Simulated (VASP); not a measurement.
# CaO (Fm-3m) in VASP: settings compared

The runs below take CaO through relaxation of cell and atoms, single point, with PBEsol, PBE.

Everything below comes from runs of VASP 6.6.1. Logs are shortened: lines on timing, memory, paths and dates and some standing lists are left out, and cuts for length are marked.

## Step 1: The cell of the first run

The structure is cubic, space group Fm-3m (No. 225). Conventional cell: a = 4.807 Å, b = 4.807 Å, c = 4.807 Å, α = 90.00°, β = 90.00°, γ = 90.00°. Ca (site symmetry m-3m) has 6 O at 2.40 Å within 3.2 Å. O (site symmetry m-3m) has 6 Ca at 2.40 Å within 3.2 Å.

## Step 2: Relaxation of cell and atoms, PBEsol, target pressure 30 GPa, at which the enthalpy is minimised

INCAR

```
  PREC = Accurate
  ENCUT = 600
  EDIFF = 1E-6
  ISMEAR = -1
  SIGMA = 0.05
  LREAL = False
  LASPH = True
  NELM = 80
  ALGO = Normal
  ISIF = 3
  LWAVE = False
  LCHARG = False
  GGA = PS
  IBRION = 2
  NSW = 80
  EDIFFG = -0.01
  PSTRESS = 300.0
```

KPOINTS

```
Automatic mesh
0
Gamma
  10 10 10
```

POSCAR

```
CaO
1.0
    0.0000000000      2.4035556960      2.4035556960
    2.4035556960      0.0000000000      2.4035556960
    2.4035556960      2.4035556960      0.0000000000
Ca O
1 1
Direct
    0.0000000000      0.0000000000      0.0000000000
    0.5000000000      0.5000000000      0.5000000000
```

Potentials or basis: VASP PAW PBE potentials, release 64 (Ca_sv, O).

Run with:

```sh
$ cat potpaw_PBE.64/Ca_sv/POTCAR potpaw_PBE.64/O/POTCAR > POTCAR
$ mpirun -np 1 vasp_std > vasp.out
```

OUTCAR:

```text
PREC = Accurate
   ENCUT = 600
   EDIFF = 1E-6
   ISMEAR = -1
   LREAL = False
   LASPH = True
   NELM = 80
   ISIF = 3
   GGA = PS
   IBRION = 2
   NSW = 80
   EDIFFG = -0.01
   PSTRESS = 300.0

 ion  position               nearest neighbor table
   1  0.000  0.000  0.000-   2 2.40   2 2.40   2 2.40   2 2.40   2 2.40   2 2.40
   2  0.500  0.500  0.500-   1 2.40   1 2.40   1 2.40   1 2.40   1 2.40   1 2.40

  LATTYP: Found a face centered cubic cell.
 ALAT       =     4.8071113920

  Lattice vectors:

 A1 = (   0.0000000000,   2.4035556960,   2.4035556960)
 A2 = (   2.4035556960,   0.0000000000,   2.4035556960)
 A3 = (   2.4035556960,   2.4035556960,   0.0000000000)

Analysis of symmetry for initial positions (statically):
=====================================================================
 Subroutine PRICEL returns:
 Original cell was already a primitive cell.

 Routine SETGRP: Setting up the symmetry group for a
 face centered cubic supercell.

 Subroutine GETGRP returns: Found 48 space group operations
 (whereof 48 operations were pure point group operations)
 out of a pool of 48 trial point group operations.

The static configuration has the point symmetry O_h .

Analysis of symmetry for dynamics (positions and initial velocities):
=====================================================================
 Subroutine PRICEL returns:
 Original cell was already a primitive cell.

 Routine SETGRP: Setting up the symmetry group for a
 face centered cubic supercell.

 Subroutine GETGRP returns: Found 48 space group operations
 (whereof 48 operations were pure point group operations)
 out of a pool of 48 trial point group operations.

The dynamic configuration has the point symmetry O_h .

 Subroutine INISYM returns: Found 48 space group operations
 (whereof 48 operations are pure point group operations),
 and found     1 'primitive' translations

----------------------------------------------------------------------------------------

                                     Primitive cell

  volume of cell :      27.7711

  direct lattice vectors                    reciprocal lattice vectors
     0.000000000  2.403555696  2.403555696    -0.208025136  0.208025136  0.208025136
     2.403555696  0.000000000  2.403555696     0.208025136 -0.208025136  0.208025136
     2.403555696  2.403555696  0.000000000     0.208025136  0.208025136 -0.208025136

  length of vectors
     3.399141063  3.399141063  3.399141063     0.360310104  0.360310104  0.360310104

  position of ions in fractional coordinates (direct lattice)
     0.000000000  0.000000000  0.000000000
     0.500000000  0.500000000  0.500000000

  ion indices of the primitive-cell ions
   primitive index   ion index
                 1           1
                 2           2

----------------------------------------------------------------------------------------

 KPOINTS: Automatic mesh

Automatic generation of k-mesh.
 Grid dimensions read from file:
 generate k-points for:   10   10   10

 Generating k-lattice:

  Cartesian coordinates                     Fractional coordinates (reciprocal lattice)
    -0.020802514  0.020802514  0.020802514     0.100000000  0.000000000  0.000000000
     0.020802514 -0.020802514  0.020802514     0.000000000  0.100000000  0.000000000
     0.020802514  0.020802514 -0.020802514     0.000000000  0.000000000  0.100000000

  Length of vectors
     0.036031010  0.036031010  0.036031010

  Shift w.r.t. Gamma in fractional coordinates (k-lattice)
     0.000000000  0.000000000  0.000000000

 Subroutine IBZKPT returns following result:
 ===========================================

 Found     47 irreducible k-points:

 Following reciprocal coordinates:
            Coordinates               Weight
  0.000000  0.000000  0.000000      1.000000
  0.100000  0.000000  0.000000      8.000000
  0.200000  0.000000  0.000000      8.000000
  0.300000  0.000000  0.000000      8.000000
  0.400000  0.000000  0.000000      8.000000
  0.500000  0.000000  0.000000      4.000000
[... 16 lines left out ...]
  0.300000  0.300000  0.000000      6.000000
  0.400000  0.300000  0.000000     24.000000
 [... further k-points ...]
   k-points           NKPTS =     47   k-points in BZ     NKDIM =     47   number of bands    NBANDS=     12
   number of dos      NEDOS =    301   number of ions     NIONS =      2
   total plane-waves  NPLWV =  21952
   dimension x,y,z NGX =    28 NGY =   28 NGZ =   28
   dimension x,y,z NGXF=    56 NGYF=   56 NGZF=   56
   ions per type =               1   1
   NGX,Y,Z   is equivalent  to a cutoff of  13.69, 13.69, 13.69 a.u.
   NGXF,Y,Z  is equivalent  to a cutoff of  27.39, 27.39, 27.39 a.u.
 SYSTEM =  unknown system
   PREC   = accura    normal or accurate (medium, high low for compatibility)
   ISTART =      0    job   : 0-new  1-cont  2-samecut
   ICHARG =      2    charge: 1-file 2-atom 10-const
   ISPIN  =      1    spin polarized calculation?
   LNONCOLLINEAR =      F non collinear calculations
   LSORBIT =      F    spin-orbit coupling
   LASPH  =      T    aspherical Exc in radial PAW
   ENCUT  =  600.0 eV  44.10 Ry    6.64 a.u.   6.79  6.79  6.79*2*pi/ulx,y,z
   NELM   =     80;   NELMIN=  2; NELMDL= -5     # of ELM steps
   EDIFF  = 0.1E-05   stopping-criterion for ELM
   LREAL  =      F    real-space projection
   EDIFFG = -.1E-01   stopping-criterion for IOM
   NSW    =     80    number of steps for IOM
   IBRION =      2    ionic relax: 0-MD 1-quasi-New 2-CG
   NFREE  =      1    steps in history (QN), initial steepest desc. (CG)
   ISIF   =      3    stress and relaxation
   ISYM   =      2    0-nonsym 1-usesym 2-fastsym
   POTIM  = 0.5000    time-step for ionic-motion
   TEBEG  =    0.0;   TEEND  =   0.0 temperature during run
   PSTRESS=  300.0 pullay stress
   NELECT =      16.0000    total number of electrons
   NUPDOWN=      -1.0000    fix difference up-down
   EMIN   =  10.00;   EMAX   =-10.00  energy-range for DOS
   EFERMI =   0.00;   METHOD = LEGACY
   ISMEAR =    -1;   SIGMA  =   0.05  broadening in eV -4-tet -1-fermi 0-gaus
   EFERMI_NEDOS =   21; number of points for ismear=-14 and -15
   IALGO  =     38    algorithm
   IMIX   =      4    mixing-type and parameters
     AMIX     =   0.40;   BMIX     =  1.00
     AMIX_MAG =   1.60;   BMIX_MAG =  1.00
  volume/ion in A,a.u.               =      13.89        93.70
  Fermi-wavevector in a.u.,A,eV,Ry     =   1.362231  2.574243 25.247954  1.855672
  Thomas-Fermi vector in A             =   2.488738
   LORBIT       =      0    0 simple, 1 ext, 2 COOP (PROOUT), +10 PAW based schemes
   GGA     = PS    functional components
   LHFCALC =     F    Hartree Fock is set to
   AEXX    =    0.0000 exact exchange contribution
   IVDW    =     0    specifies the selected vdW correction
   LEPSILON=     F    determine dielectric tensor
   LRPA    =     F    only Hartree local field effects (RPA)
 conjugate gradient relaxation of ions
 non-spin polarized calculation
  energy-cutoff  :      600.00
  volume of cell :       27.77
 maximum number of plane-waves:       941
   NGX = 13   NGY = 13   NGZ = 13

--------------------------------------- Ionic step        1  -------------------------------------------

 number of electron      15.9999997 magnetization

 Free energy of the ion-electron system (eV)
  ---------------------------------------------------
  ext. energy  EPLUGINS =         0.00000000
  ---------------------------------------------------
  free energy    TOTEN  =       -13.41051433 eV

  energy without entropy =      -13.41051433  energy(sigma->0) =      -13.41051433

------------------------ aborting loop because EDIFF is reached ----------------------------------------

  FORCE on cell =-STRESS in cart. coord.  units (eV):
  Direction    XX          YY          ZZ          XY          YZ          ZX
  --------------------------------------------------------------------------------------
  -------------------------------------------------------------------------------------
  Total       -0.3859652     -0.3859652     -0.3859652     -0.0000000     -0.0000000      0.0000000
  in kB      -22.2672300    -22.2672300    -22.2672300     -0.0000000     -0.0000000      0.0000000
  external PRESSURE =    -322.2672300 kB  Pullay stress =     300.0000000 kB
[... 213 lines left out ...]
  enthalpy is  TOTEN    =        -8.7905620095 eV   P V=        4.2815832321

--------------------------------------- Ionic step        7  -------------------------------------------

 number of electron      15.9999999 magnetization

 Free energy of the ion-electron system (eV)
  ---------------------------------------------------
  ext. energy  EPLUGINS =         0.00000000
  ---------------------------------------------------
  free energy    TOTEN  =       -13.06341187 eV

  energy without entropy =      -13.06341187  energy(sigma->0) =      -13.06341187

 E-fermi :   4.3704     XC(G=0): -11.7484

 val. band max:        3.4386865822   @ k =   0.0000   0.0000   0.0000
 cond. band min:       6.7803463403   @ k =   0.5000   0.5000   0.0000
 fundamental gap:      3.3416597581
 Fermi energy:         4.3704107790

 k-point     1 :       0.0000    0.0000    0.0000
  band No.  band energies     occupation
      1     -33.2600      2.00000
      2     -13.8782      2.00000
      3     -13.8782      2.00000
      4     -13.8782      2.00000
      5     -12.3870      2.00000
      6       3.4387      2.00000
      7       3.4387      2.00000
      8       3.4387      2.00000
      9       9.7684      0.00000
     10      10.0262      0.00000
     11      10.0262      0.00000
     12      10.0262      0.00000
[... 331 lines left out ...]
 k-point    24 :       0.4000    0.3000    0.0000
  band No.  band energies     occupation
      1     -32.9976      2.00000
      2     -15.2888      2.00000
      3     -14.2754      2.00000
      4     -14.2142      2.00000
      5     -11.4615      2.00000
      6       1.6176      2.00000
      7       2.8507      2.00000
      8       2.9666      2.00000
      9       7.6253      0.00000
     10      12.6308      0.00000
     11      13.3531      0.00000
     12      13.5725      0.00000

 [... further k-points ...]

------------------------ aborting loop because EDIFF is reached ----------------------------------------

  FORCE on cell =-STRESS in cart. coord.  units (eV):
  Direction    XX          YY          ZZ          XY          YZ          ZX
  --------------------------------------------------------------------------------------
  -------------------------------------------------------------------------------------
  Total        4.2787864      4.2787864      4.2787864      0.0000000     -0.0000000      0.0000000
  in kB      300.4214356    300.4214356    300.4214356      0.0000000     -0.0000000      0.0000000
  external PRESSURE =       0.4214356 kB  Pullay stress =     300.0000000 kB
[... 17 lines left out ...]
  FREE ENERGIE OF THE ION-ELECTRON SYSTEM (eV)
  ---------------------------------------------------
  free  energy   TOTEN  =       -13.0634118695 eV

  energy  without entropy=      -13.0634118694  energy(sigma->0) =      -13.06341187

  enthalpy is  TOTEN    =        -8.7906278025 eV   P V=        4.2727840670

 reached required accuracy - stopping structural energy minimisation
```

It took 71 s on 1 thread of AMD EPYC 9R14 (Zen 4), shared host; peak memory 0.15 GiB.

Results:

- Free energy: -13.0634 eV
- Relaxed volume: 11.41 Å³/atom
- Relaxed cell: a = 3.184 Å, b = 3.184 Å, c = 3.184 Å, α = 60.00°, β = 60.00°, γ = 60.00°
- Space group after relaxing (to 0.05 Å): Fm-3m (No. 225)
- Energy change on relaxing (the enthalpy is what falls): +173.6 meV/atom
- Ionic steps: 7
- Pressure after relaxing: 30.0 GPa
- Band gap on the k mesh: 3.34 eV, indirect (least direct gap 3.63 eV)

The path:
| step | energy change (eV) | largest force (eV/Å) | pressure (GPa) | volume (Å³) |
| --- | --- | --- | --- | --- |
| 1 | 0.0000 | 0.0000 | -2.23 | 27.77 |
| 2 | 2.3608 | 0.0000 | 119.33 | 17.99 |
| 3 | 0.3010 | 0.0000 | 27.42 | 23.08 |
| 4 | 0.3358 | 0.0000 | 29.42 | 22.88 |
| 5 | 0.3529 | 0.0000 | 30.37 | 22.79 |
| 6 | 0.3384 | 0.0000 | 29.62 | 22.87 |
| 7 | 0.3471 | 0.0000 | 30.04 | 22.82 |

Final structure:
```
Ca O
1.0
     0.00000    2.25125    2.25125
     2.25125    0.00000    2.25125
     2.25125    2.25125    0.00000
Ca O
1 1
Direct
  0.00000 0.00000 0.00000
  0.50000 0.50000 0.50000
```

Caveat: the cell is relaxed towards a set pressure, so the enthalpy falls and the energy may rise; the volume moved by over 15 % at a fixed basis, so the end points are rough; the PAW data sets were made with another functional, which shifts forces and pressure a little. A k mesh can miss the band edges.

## Step 3: Single point, PBE

INCAR

```
PREC     = Accurate       # precision mode
ENCUT    = 520            # plane-wave cutoff, eV
EDIFF    = 1E-7           # SCF threshold, eV
ISMEAR   = 0              # smearing method
SIGMA    = 0.026000000000000002 # smearing width, eV
LREAL    = False          # projectors in reciprocal space
LASPH    = True           # aspherical terms in the spheres
NELM     = 80             # most SCF steps
ALGO     = Normal         # electronic algorithm
ISIF     = 2              # what is computed and relaxed
LWAVE    = False          # write WAVECAR
LCHARG   = False          # write CHGCAR
GGA      = PE             # functional
NBANDS   = 15             # bands
```

KPOINTS

```
regular mesh
0
Gamma
  10 10 10
```

POSCAR is that of step 2.

Potentials or basis: VASP PAW PBE potentials, release 64 (Ca_sv, O).

Run with:

```sh
$ cat potpaw_PBE.64/Ca_sv/POTCAR potpaw_PBE.64/O/POTCAR > POTCAR
$ mpirun -np 1 vasp_std > vasp.out
```

OUTCAR:

```text
PREC = Accurate
   ENCUT = 520
   EDIFF = 1E-7
   ISMEAR = 0
   LREAL = False
   LASPH = True
   NELM = 80
   ISIF = 2
   GGA = PE

 ion  position               nearest neighbor table
   1  0.000  0.000  0.000-   2 2.40   2 2.40   2 2.40   2 2.40   2 2.40   2 2.40
   2  0.500  0.500  0.500-   1 2.40   1 2.40   1 2.40   1 2.40   1 2.40   1 2.40

  LATTYP: Found a face centered cubic cell.
 ALAT       =     4.8071113920

  Lattice vectors:

 A1 = (   0.0000000000,   2.4035556960,   2.4035556960)
[... 619 lines left out ...]
------------------------ aborting loop because EDIFF is reached ----------------------------------------

  FORCE on cell =-STRESS in cart. coord.  units (eV):
  Direction    XX          YY          ZZ          XY          YZ          ZX
  --------------------------------------------------------------------------------------
  -------------------------------------------------------------------------------------
  Total        0.3816349      0.3816349      0.3816349      0.0000000      0.0000000      0.0000000
  in kB       22.0174021     22.0174021     22.0174021      0.0000000      0.0000000      0.0000000
  external PRESSURE =      22.0174021 kB  Pullay stress =       0.0000000 kB

 VOLUME and BASIS-vectors are now :
 -----------------------------------------------------------------------------
  energy-cutoff  :      520.00
  volume of cell :       27.77
      direct lattice vectors                 reciprocal lattice vectors
     0.000000000  2.403555696  2.403555696    -0.208025136  0.208025136  0.208025136
     2.403555696  0.000000000  2.403555696     0.208025136 -0.208025136  0.208025136
     2.403555696  2.403555696  0.000000000     0.208025136  0.208025136 -0.208025136

 POSITION                                       TOTAL-FORCE (eV/Angst)
 -----------------------------------------------------------------------------------
      0.00000      0.00000      0.00000        -0.000000      0.000000     -0.000000
      2.40356      2.40356      2.40356         0.000000     -0.000000      0.000000
 -----------------------------------------------------------------------------------
    total drift:                                0.000000      0.000000      0.000000

  FREE ENERGIE OF THE ION-ELECTRON SYSTEM (eV)
  ---------------------------------------------------
  free  energy   TOTEN  =       -12.8013771703 eV

  energy  without entropy=      -12.8013771703  energy(sigma->0) =      -12.80137717
```

stdout:

```text
POSCAR found type information on POSCAR CaO
 POSCAR found :  2 types and       2 ions
 scaLAPACK will be used
 LDA part: xc-table for (Slater+PW92), standard interpolation
 POSCAR, INCAR and KPOINTS ok, starting setup
 FFT: planning ... GRIDC
 FFT: planning ... GRID_SOFT
 FFT: planning ... GRID
 WAVECAR not read
 entering main loop
```

Run time: 37 s. Hardware: 1 thread of AMD EPYC 7R43 (Zen 3), shared host; peak memory 0.13 GiB.

Results:

```
Free energy            : -12.8014 eV
Pressure               : 2.2 GPa
Band gap on the k mesh : 3.64 eV, indirect (least direct gap 4.01 eV)
```

A k mesh can miss the band edges.
